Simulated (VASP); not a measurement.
# Ta4Ge (Pm-3m) in VASP: single point with PBE

Aim: the single point of Ta4Ge with PBE.

Program: VASP 6.6.1. These are calculated values, not measurements. Logs are shortened: lines on timing, memory, paths and dates and some standing lists are left out, and cuts for length are marked.

## (1) The cell of the first run

It takes space group Pm-3m (No. 221, cubic). Conventional cell: a = 4.891 Å, b = 4.891 Å, c = 4.891 Å, α = 90.00°, β = 90.00°, γ = 90.00°. Within 3.2 Å of Ta (site symmetry m-3m) lie 6 Ta at 2.45 Å. Ta (site symmetry 4/mmm) has 2 Ta at 2.45 Å within 3.2 Å. Within 4.5 Å of Ge (site symmetry m-3m) lie 20 Ta at 3.46 to 4.24 Å.

## (2) Single point, PBE

INCAR

```
SYSTEM = Ta4Ge
ALGO = Normal
EDIFF = 1E-6
ENCUT = 500
GGA = PE
GGA_COMPAT = .FALSE.
ISIF = 2
ISMEAR = 0
LASPH = .TRUE.
LCHARG = .FALSE.
LREAL = .FALSE.
LWAVE = .FALSE.
NBANDS = 37
NELM = 120
PREC = Accurate
SIGMA = 0.2
```

KPOINTS

```
k-points
0
G
  4 4 4
  0 0 0
```

POSCAR

```
Ta4Ge
1.0
    4.8914839131      0.0000000000      0.0000000000
    0.0000000000      4.8914839131      0.0000000000
    0.0000000000      0.0000000000      4.8914839131
Ta Ge
4 1
Direct
    0.5000000000      0.5000000000      0.5000000000
    0.0000000000      0.5000000000      0.5000000000
    0.5000000000      0.0000000000      0.5000000000
    0.5000000000      0.5000000000      0.0000000000
    0.0000000000      0.0000000000      0.0000000000
```

Potentials or basis: VASP PAW PBE potentials, release 64 (Ta_pv, Ge_d).

Run with:

```bash
$ cat potpaw_PBE.64/Ta_pv/POTCAR potpaw_PBE.64/Ge_d/POTCAR > POTCAR
$ mpirun -np 1 vasp_std > vasp.out
```

OUTCAR:

```text
SYSTEM = Ta4Ge
   EDIFF = 1E-6
   ENCUT = 500
   GGA = PE
   ISIF = 2
   ISMEAR = 0
   LASPH = .TRUE.
   LREAL = .FALSE.
   NELM = 120
   PREC = Accurate

 ion  position               nearest neighbor table
   1  0.500  0.500  0.500-   2 2.45   3 2.45   4 2.45   4 2.45   3 2.45   2 2.45
   2  0.000  0.500  0.500-   1 2.45   1 2.45   4 3.46   4 3.46   3 3.46   3 3.46   3 3.46   4 3.46
                             4 3.46   3 3.46
   3  0.500  0.000  0.500-   1 2.45   1 2.45   4 3.46   4 3.46   2 3.46   2 3.46   4 3.46   4 3.46
                             2 3.46   2 3.46
   4  0.500  0.500  0.000-   1 2.45   1 2.45   3 3.46   2 3.46   2 3.46   3 3.46   3 3.46   3 3.46
                             2 3.46   2 3.46
   5  0.000  0.000  0.000-

  LATTYP: Found a simple cubic cell.
 ALAT       =     4.8914839131

  Lattice vectors:

 A1 = (   4.8914839131,   0.0000000000,   0.0000000000)
 A2 = (   0.0000000000,   4.8914839131,   0.0000000000)
 A3 = (   0.0000000000,   0.0000000000,   4.8914839131)

Analysis of symmetry for initial positions (statically):
=====================================================================
 Subroutine PRICEL returns:
 Original cell was already a primitive cell.

 Routine SETGRP: Setting up the symmetry group for a
 simple cubic supercell.

 Subroutine GETGRP returns: Found 48 space group operations
 (whereof 48 operations were pure point group operations)
 out of a pool of 48 trial point group operations.

The static configuration has the point symmetry O_h .

Analysis of symmetry for dynamics (positions and initial velocities):
=====================================================================
 Subroutine PRICEL returns:
 Original cell was already a primitive cell.

 Routine SETGRP: Setting up the symmetry group for a
 simple cubic supercell.

 Subroutine GETGRP returns: Found 48 space group operations
 (whereof 48 operations were pure point group operations)
 out of a pool of 48 trial point group operations.

The dynamic configuration has the point symmetry O_h .

 Subroutine INISYM returns: Found 48 space group operations
 (whereof 48 operations are pure point group operations),
 and found     1 'primitive' translations

----------------------------------------------------------------------------------------

                                     Primitive cell

  volume of cell :     117.0367

  direct lattice vectors                    reciprocal lattice vectors
     4.891483913  0.000000000  0.000000000     0.204436939  0.000000000  0.000000000
     0.000000000  4.891483913  0.000000000     0.000000000  0.204436939  0.000000000
     0.000000000  0.000000000  4.891483913     0.000000000  0.000000000  0.204436939

  length of vectors
     4.891483913  4.891483913  4.891483913     0.204436939  0.204436939  0.204436939

  position of ions in fractional coordinates (direct lattice)
     0.500000000  0.500000000  0.500000000
     0.000000000  0.500000000  0.500000000
     0.500000000  0.000000000  0.500000000
     0.500000000  0.500000000  0.000000000
     0.000000000  0.000000000  0.000000000

  ion indices of the primitive-cell ions
   primitive index   ion index
                 1           1
                 2           2
                 3           3
                 4           4
                 5           5

----------------------------------------------------------------------------------------

 KPOINTS: k-points

Automatic generation of k-mesh.
 Grid dimensions read from file:
 generate k-points for:    4    4    4

 Generating k-lattice:

  Cartesian coordinates                     Fractional coordinates (reciprocal lattice)
     0.051109235  0.000000000  0.000000000     0.250000000  0.000000000  0.000000000
     0.000000000  0.051109235  0.000000000     0.000000000  0.250000000  0.000000000
     0.000000000  0.000000000  0.051109235     0.000000000  0.000000000  0.250000000

  Length of vectors
     0.051109235  0.051109235  0.051109235

  Shift w.r.t. Gamma in fractional coordinates (k-lattice)
     0.000000000  0.000000000  0.000000000

 Subroutine IBZKPT returns following result:
 ===========================================

 Found     10 irreducible k-points:

 Following reciprocal coordinates:
            Coordinates               Weight
  0.000000  0.000000  0.000000      1.000000
  0.250000  0.000000  0.000000      6.000000
  0.500000  0.000000  0.000000      3.000000
  0.250000  0.250000  0.000000     12.000000
  0.500000  0.250000  0.000000     12.000000
  0.500000  0.500000  0.000000      3.000000
  0.250000  0.250000  0.250000      8.000000
  0.500000  0.250000  0.250000     12.000000
  0.500000  0.500000  0.250000      6.000000
  0.500000  0.500000  0.500000      1.000000
   k-points           NKPTS =     10   k-points in BZ     NKDIM =     10   number of bands    NBANDS=     37
   number of dos      NEDOS =    301   number of ions     NIONS =      5
   total plane-waves  NPLWV =  46656
   dimension x,y,z NGX =    36 NGY =   36 NGZ =   36
   dimension x,y,z NGXF=    72 NGYF=   72 NGZF=   72
   ions per type =               4   1
   NGX,Y,Z   is equivalent  to a cutoff of  12.24, 12.24, 12.24 a.u.
   NGXF,Y,Z  is equivalent  to a cutoff of  24.47, 24.47, 24.47 a.u.
 SYSTEM =  Ta4Ge
   PREC   = accura    normal or accurate (medium, high low for compatibility)
   ISTART =      0    job   : 0-new  1-cont  2-samecut
   ICHARG =      2    charge: 1-file 2-atom 10-const
   ISPIN  =      1    spin polarized calculation?
   LNONCOLLINEAR =      F non collinear calculations
   LSORBIT =      F    spin-orbit coupling
   LASPH  =      T    aspherical Exc in radial PAW
   ENCUT  =  500.0 eV  36.75 Ry    6.06 a.u.   8.92  8.92  8.92*2*pi/ulx,y,z
   NELM   =    120;   NELMIN=  2; NELMDL= -5     # of ELM steps
   EDIFF  = 0.1E-05   stopping-criterion for ELM
   LREAL  =      F    real-space projection
   EDIFFG = 0.1E-04   stopping-criterion for IOM
   NSW    =      0    number of steps for IOM
   IBRION =     -1    ionic relax: 0-MD 1-quasi-New 2-CG
   NFREE  =      0    steps in history (QN), initial steepest desc. (CG)
   ISIF   =      2    stress and relaxation
   ISYM   =      2    0-nonsym 1-usesym 2-fastsym
   POTIM  = 0.5000    time-step for ionic-motion
   TEBEG  =    0.0;   TEEND  =   0.0 temperature during run
   PSTRESS=    0.0 pullay stress
   NELECT =      58.0000    total number of electrons
   NUPDOWN=      -1.0000    fix difference up-down
   EMIN   =  10.00;   EMAX   =-10.00  energy-range for DOS
   EFERMI =   0.00;   METHOD = LEGACY
   ISMEAR =     0;   SIGMA  =   0.20  broadening in eV -4-tet -1-fermi 0-gaus
   EFERMI_NEDOS =   21; number of points for ismear=-14 and -15
   IALGO  =     38    algorithm
   IMIX   =      4    mixing-type and parameters
     AMIX     =   0.40;   BMIX     =  1.00
     AMIX_MAG =   1.60;   BMIX_MAG =  1.00
  volume/ion in A,a.u.               =      23.41       157.96
  Fermi-wavevector in a.u.,A,eV,Ry     =   1.295518  2.448174 22.835576  1.678368
  Thomas-Fermi vector in A             =   2.427033
   LORBIT       =      0    0 simple, 1 ext, 2 COOP (PROOUT), +10 PAW based schemes
   GGA     = PE    functional components
   LHFCALC =     F    Hartree Fock is set to
   AEXX    =    0.0000 exact exchange contribution
   IVDW    =     0    specifies the selected vdW correction
   LEPSILON=     F    determine dielectric tensor
   LRPA    =     F    only Hartree local field effects (RPA)
 non-spin polarized calculation
 Gauss-broadening in eV      SIGMA  =   0.20
  energy-cutoff  :      500.00
  volume of cell :      117.04
 maximum number of plane-waves:      3016
 NGX is ok and might be reduce to    36
   NGX = 17   NGY = 17   NGZ = 17

 number of electron      57.9999997 magnetization

 Free energy of the ion-electron system (eV)
  ---------------------------------------------------
  ext. energy  EPLUGINS =         0.00000000
  ---------------------------------------------------
  free energy    TOTEN  =       -43.31748303 eV

  energy without entropy =      -43.21176555  energy(sigma->0) =      -43.26462429

 E-fermi :   3.7928     XC(G=0): -10.8943

 val. band max:        3.7344962936   @ k =   0.5000   0.5000   0.5000
 cond. band min:       3.8060823022   @ k =   0.5000   0.2500   0.2500
 fundamental gap:      0.0715860086
 Fermi energy:         3.7928404748

 k-point     1 :       0.0000    0.0000    0.0000
  band No.  band energies     occupation
      1     -31.7822      2.00000
      2     -31.7822      2.00000
      3     -31.7822      2.00000
      4     -30.9111      2.00000
      5     -30.9111      2.00000
      6     -30.9111      2.00000
[... 29 lines left out ...]
     36       7.0820      0.00000
     37       7.0820      0.00000

 k-point     2 :       0.2500    0.0000    0.0000
  band No.  band energies     occupation
      1     -31.7724      2.00000
      2     -31.7724      2.00000
      3     -31.4758      2.00000
      4     -30.9161      2.00000
      5     -30.9161      2.00000
      6     -30.9117      2.00000
[... 29 lines left out ...]
     36       6.4412      0.00000
     37       7.0836      0.00000

 k-point     3 :       0.5000    0.0000    0.0000
  band No.  band energies     occupation
      1     -31.7624      2.00000
      2     -31.7624      2.00000
      3     -30.9814      2.00000
      4     -30.9527      2.00000
      5     -30.9236      2.00000
      6     -30.9236      2.00000
[... 29 lines left out ...]
     36       7.0854      0.00000
     37       7.2411      0.00000
[... 201 lines left out ...]
 k-point     9 :       0.5000    0.5000    0.2500
  band No.  band energies     occupation
      1     -31.4318      2.00000
      2     -30.9914      2.00000
      3     -30.9894      2.00000
      4     -30.9760      2.00000
      5     -30.9760      2.00000
      6     -30.9105      2.00000
[... 29 lines left out ...]
     36       6.2092      0.00000
     37       6.4377      0.00000

 k-point    10 :       0.5000    0.5000    0.5000
  band No.  band energies     occupation
      1     -31.0356      2.00000
      2     -30.9893      2.00000
      3     -30.9893      2.00000
      4     -30.9893      2.00000
      5     -30.9105      2.00000
      6     -30.9105      2.00000
[... 29 lines left out ...]
     36       5.6240      0.00000
     37       5.6240      0.00000

------------------------ aborting loop because EDIFF is reached ----------------------------------------

  FORCE on cell =-STRESS in cart. coord.  units (eV):
  Direction    XX          YY          ZZ          XY          YZ          ZX
  --------------------------------------------------------------------------------------
  -------------------------------------------------------------------------------------
  Total        0.2041006      0.2041006      0.2041006      0.0000000     -0.0000000      0.0000000
  in kB        2.7940419      2.7940419      2.7940419      0.0000000     -0.0000000      0.0000000
  external PRESSURE =       2.7940419 kB  Pullay stress =       0.0000000 kB

 VOLUME and BASIS-vectors are now :
 -----------------------------------------------------------------------------
  energy-cutoff  :      500.00
  volume of cell :      117.04
      direct lattice vectors                 reciprocal lattice vectors
     4.891483913  0.000000000  0.000000000     0.204436939  0.000000000  0.000000000
     0.000000000  4.891483913  0.000000000     0.000000000  0.204436939  0.000000000
     0.000000000  0.000000000  4.891483913     0.000000000  0.000000000  0.204436939

 POSITION                                       TOTAL-FORCE (eV/Angst)
 -----------------------------------------------------------------------------------
      2.44574      2.44574      2.44574         0.000000      0.000000      0.000000
      0.00000      2.44574      2.44574         0.000000      0.000000      0.000000
      2.44574      0.00000      2.44574         0.000000      0.000000      0.000000
      2.44574      2.44574      0.00000         0.000000      0.000000      0.000000
      0.00000      0.00000      0.00000         0.000000      0.000000      0.000000
 -----------------------------------------------------------------------------------
    total drift:                                0.000000      0.000000      0.000000

  FREE ENERGIE OF THE ION-ELECTRON SYSTEM (eV)
  ---------------------------------------------------
  free  energy   TOTEN  =       -43.3174830338 eV

  energy  without entropy=      -43.2117655497  energy(sigma->0) =      -43.26462429
```

Run time: 18 s. Hardware: 1 thread of Intel Xeon 6975P-C (Granite Rapids), shared host; peak memory 0.21 GiB.

Results:

```
Free energy            : -43.3175 eV
Pressure               : 0.3 GPa
Band gap on the k mesh : zero (band 29 reaches 4.56 eV, above the bottom of band 30 at 3.54 eV)
```

Caveat: spin-orbit coupling is left out, which moves the levels of the heavy elements.
